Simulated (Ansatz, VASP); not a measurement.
**One calculation of Sb, two programs**

```
Sb
1.0
     2.15420    1.24373    3.75800
    -2.15420    1.24373    3.75800
     0.00000   -2.48746    3.75800
Sb
2
Direct
  0.76651 0.76651 0.76651
  0.23349 0.23349 0.23349
```

Alike in both runs: task single point; functional PBE; k mesh 8 × 8 × 8; occupations gaussian, width 0.025 eV; no spin polarisation.

```csv
,VASP,Ansatz
version,VASP 6.6.1,Ansatz 0.2.0
potentials or method,"VASP PAW PBE potentials, release 64 (Sb), cutoff 520 eV","all-electron LAPW, scalar-relativistic"
```

```csv
,VASP,Ansatz,Ansatz less VASP
gap on the k mesh at the Fermi level (eV),none,none,-
pressure (GPa),2.8,2.7,-0.07
"traceless stress, the component that is largest in VASP (GPa)",-0.50,-0.47,+0.025
rms of the force components (eV/Å),0.107,0.082,-0.0248
```

Atom by atom the forces differ by 0.025 eV/Å (rms over components). A gap of «none» marks a metal or a gap that the smearing closes. Ansatz ran all-electron here, and VASP with PAW potentials.

Neither program's run includes spin-orbit coupling.
